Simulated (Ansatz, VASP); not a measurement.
## Two plane-wave programs on Cd4AgAs3

```
CELL_PARAMETERS angstrom
4.23337 0.00000 0.00000
-2.11668 3.66620 0.00000
-2.11668 1.22207 11.64982
ATOMIC_POSITIONS crystal
Ag 0.50000 0.50000 0.50000
Cd 0.09241 0.90759 0.27722
Cd 0.90759 0.09241 0.72278
Cd 0.29436 0.70564 0.88309
Cd 0.70564 0.29436 0.11691
As 0.21060 0.78940 0.63180
As 0.78940 0.21060 0.36820
As 0.00000 0.00000 0.00000
```

Alike in both runs: functional PBE; k mesh 5 × 5 × 5; occupations fermi-dirac, width 0.1056 eV; no spin polarisation.

Ansatz relaxed the structure, and its values are those at the end. VASP's run is a single point on that final structure, the one shown.

```csv
,VASP,Ansatz
version,VASP 6.6.1,Ansatz 0.2.0
potentials or method,"VASP PAW PBE potentials, release 64 (Ag, Cd, As), cutoff 520 eV",PAW plane waves
valence electrons in the cell,74,144
```

Ansatz gave:

| Property | Result |
| --- | --- |
| pressure (GPa) | 3.2 |
| rms of the force components (eV/Å) | 0.002 |

**Question.** Which values does VASP return?

**Answer.** Pressure (GPa): 3.5; rms of the force components (eV/Å): 0.013.

VASP's potentials hold 74 valence electrons a cell and Ansatz's 144, so a difference there can come from the potentials and not from the codes. Ansatz's warnings: stress scf threshold loose, structure snapped to symmetry.
